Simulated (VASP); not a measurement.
A run of VASP 6.6.1:

The input INCAR:

```
ALGO = Normal
EDIFF = 1E-7
EDIFFG = -0.04
ENCUT = 600
GGA = PE
GGA_COMPAT = False
IBRION = 2
ISIF = 3
ISMEAR = 0
LASPH = True
LCHARG = False
LREAL = False
LWAVE = False
NELM = 120
NELMIN = 4
NSW = 90
PREC = Accurate
SIGMA = 0.1
```

KPOINTS

```
k-points
0
Gamma
  4 4 4
```

Contents of POSCAR:

```
YBe4P
1.0
    0.0000000000      3.2609454814      3.2609454814
    3.2609454814      0.0000000000      3.2609454814
    3.2609454814      3.2609454814      0.0000000000
Y Be P
1 4 1
Direct
    0.2500000000      0.2500000000      0.2500000000
    0.6257700000      0.1226900000      0.6257700000
    0.6257700000      0.6257700000      0.1226900000
    0.6257700000      0.6257700000      0.6257700000
    0.1226900000      0.6257700000      0.6257700000
    0.0000000000      0.0000000000      0.0000000000
```

Potentials or basis: VASP PAW PBE potentials, release 64 (Y_sv, Be, P).

The run is started by

```console
$ cat potpaw_PBE.64/Y_sv/POTCAR potpaw_PBE.64/Be/POTCAR potpaw_PBE.64/P/POTCAR > POTCAR
$ mpirun -np 1 vasp_std > vasp.out
```

Hardware: 1 thread of Intel(R) Xeon(R) Platinum 8259CL CPU @ 2.50GHz (Skylake/Cascade Lake), with other jobs on the host.

Estimate the wall time of this run.

Run time: 43 s on 1 thread of Intel(R) Xeon(R) Platinum 8259CL CPU @ 2.50GHz (Skylake/Cascade Lake), with other jobs on the host, peak memory 0.25 GiB. Counts: scf iterations 27, k points 8, ion steps 2.
